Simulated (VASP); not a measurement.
Set up this calculation in VASP 6.6.1, as the native input.

| Property | Result |
| --- | --- |
| Task | relaxation of cell and atoms |
| Functional | PBE |
| Potentials or basis | VASP PAW PBE potentials, release 64 (Zr_sv, Si, C) |
| Cutoff | 600 eV |
| k mesh | 6 × 6 × 6 |
| Occupations | gaussian, width 0.1 eV |
| Spin | no spin polarisation |
| Dipole correction | no |
| Further INCAR settings | ALGO = Normal; EDIFF = 1e-06; IBRION = 2; EDIFFG = -0.04; NSW = 90; ISIF = 3 |

The structure of Zr2SiC2 lies in POSCAR:

```
Zr2SiC2
1.0
   -1.9560485700      2.4891501100      3.8387780600
    1.9560485700     -2.4891501100      3.8387780600
    1.9560485700      2.4891501100     -3.8387780600
Zr Si C
2 1 2
Direct
    0.7331632800      0.5000000000      0.2331632800
    0.2668367200      0.5000000000      0.7668367200
    0.0000000000      0.0000000000      0.0000000000
    0.2984594700      0.7984594700      0.5000000000
    0.7015405300      0.2015405300      0.5000000000
```

The cell was generated, and may not be a known phase.

The input as run:

INCAR

```
PREC = Accurate
ENCUT = 600
EDIFF = 1E-6
ISMEAR = 0
SIGMA = 0.1
LREAL = False
LASPH = True
NELM = 100
ALGO = Normal
ISIF = 3
LWAVE = False
LCHARG = False
GGA = PE
IBRION = 2
NSW = 90
EDIFFG = -0.04
```

KPOINTS

```
Automatic mesh
0
Gamma
  6 6 6
```

Potentials or basis: VASP PAW PBE potentials, release 64 (Zr_sv, Si, C).

The run is started by

```sh
$ cat potpaw_PBE.64/Zr_sv/POTCAR potpaw_PBE.64/Si/POTCAR potpaw_PBE.64/C/POTCAR > POTCAR
$ mpirun -np 1 vasp_std > vasp.out
```

Results of the run:

- Relaxed volume: 12.86 Å³/atom
- Relaxed cell: a = 4.805 Å, b = 4.805 Å, c = 4.805 Å, α = 139.25°, β = 80.77°, γ = 113.75°
- Space group after relaxing (to 0.1 Å): Immm (No. 71)
- Energy gained by relaxing: 1866.6 meV/atom
- Ionic steps: 29
- Pressure after relaxing: 0.0 GPa
- Largest force after relaxing: 0.027 eV/Å
- Band gap on the k mesh: zero (bands 18 and 19 overlap by 1.55 eV)

Wall time 18 min on 1 thread of Intel(R) Xeon(R) 6975P-C (Granite Rapids) (shared host), peak memory 0.32 GiB.
